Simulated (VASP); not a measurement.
## Rb: single point with LDA

Rb:

```
Rb
1.0
    -2.76886    2.76886    2.76886
     2.76886   -2.76886    2.76886
     2.76886    2.76886   -2.76886
Rb
1
Direct
  0.00000 0.00000 0.00000
```

```yaml
Program: VASP 6.6.1
Task: single point
Functional: LDA
Potentials_or_basis: VASP PAW LDA potentials, release 64 (Rb_sv)
Cutoff: 520 eV
k_mesh: 12 × 12 × 12
Occupations: gaussian, width 0.1 eV
Spin: no spin polarisation
Dipole_correction: no
Further_INCAR_settings: ALGO = Fast; EDIFF = 1e-06; NBANDS = 10
```

| Item | Value |
| --- | --- |
| Pressure | -0.3 GPa |
| Band gap on the k mesh | zero (an odd number of electrons rules out a gap without spin polarisation) |

Levels at points of the mesh, in eV from the Fermi level:
| k point | band 1 | band 2 | band 3 | band 4 | band 5 | band 6 | band 7 | band 8 | band 9 |
| --- | --- | --- | --- | --- | --- | --- | --- | --- | --- |
| (0.00, 0.00, 0.00) | -28.75 | -12.84 | -12.84 | -12.84 | -2.07 | 3.65 | 3.65 | 3.65 | 4.67 |
| (0.50, 0.00, 0.00) | -28.75 | -12.97 | -12.89 | -12.84 | 0.20 | 0.90 | 2.55 | 4.30 | 5.28 |
| (0.50, 0.50, 0.50) | -28.74 | -12.93 | -12.93 | -12.93 | 1.24 | 1.24 | 3.44 | 3.44 | 3.44 |

Wall time 37 s on 1 thread of Intel(R) Xeon(R) Platinum 8488C (Sapphire Rapids), on a shared host, peak memory 0.2 GiB.
